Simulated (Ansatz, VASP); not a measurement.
Sc in VASP and in Ansatz

The input INCAR:

```
PREC = Accurate
ENCUT = 400
EDIFF = 1E-8
ISMEAR = -1
SIGMA = 0.05
LREAL = False
LASPH = True
NELM = 120
ALGO = Normal
ISIF = 2
LWAVE = False
LCHARG = False
GGA = PE
LEFG = True
NBANDS = 12
GGA_COMPAT = False
```

The input KPOINTS:

```
regular mesh
0
Gamma
  13 13 13
```

The input POSCAR:

```
Sc
1.0
   -1.8138743992      1.8138743992      1.8138743992
    1.8138743992     -1.8138743992      1.8138743992
    1.8138743992      1.8138743992     -1.8138743992
Sc
1
Direct
    0.0000000000      0.0000000000      0.0000000000
```

Input for Ansatz:

```yaml
crystal:
  lattice:
    - [-1.8138743992, 1.8138743992, 1.8138743992]
    - [1.8138743992, -1.8138743992, 1.8138743992]
    - [1.8138743992, 1.8138743992, -1.8138743992]
  atoms:
    - { symbol: Sc, position: [0.0, 0.0, 0.0] }
kpoints:
  mp_grid: { grid: [13, 13, 13] }
scf:
  occupations: { method: fermi_dirac, width: 0.05 }
hamiltonian:
  xc: pbe
  pseudopotentials: { kind: all_electron, datasets: crystal }
output:
  forces: true
  stress: true
  eigenvalues: true
  efg: { contact_densities: true }
```

Change from the starting cell: volume scaled by 0.96, crystal datasets.

Alike in both runs: task electric field gradients; functional PBE; k mesh 13 × 13 × 13; occupations fermi-dirac, width 0.05 eV; no spin polarisation.

```csv
,VASP,Ansatz
version,VASP 6.6.1,Ansatz 0.2.0
potentials or method,"VASP PAW PBE potentials, release 64 (Sc_sv), cutoff 400 eV","all-electron PAW with datasets made for the crystal, scalar-relativistic"
```

|  | VASP | Ansatz | Ansatz less VASP |
| --- | --- | --- | --- |
| pressure (GPa) | 2.3 | 2.3 | +0.03 |

Ansatz ran all-electron here, and VASP with PAW potentials.
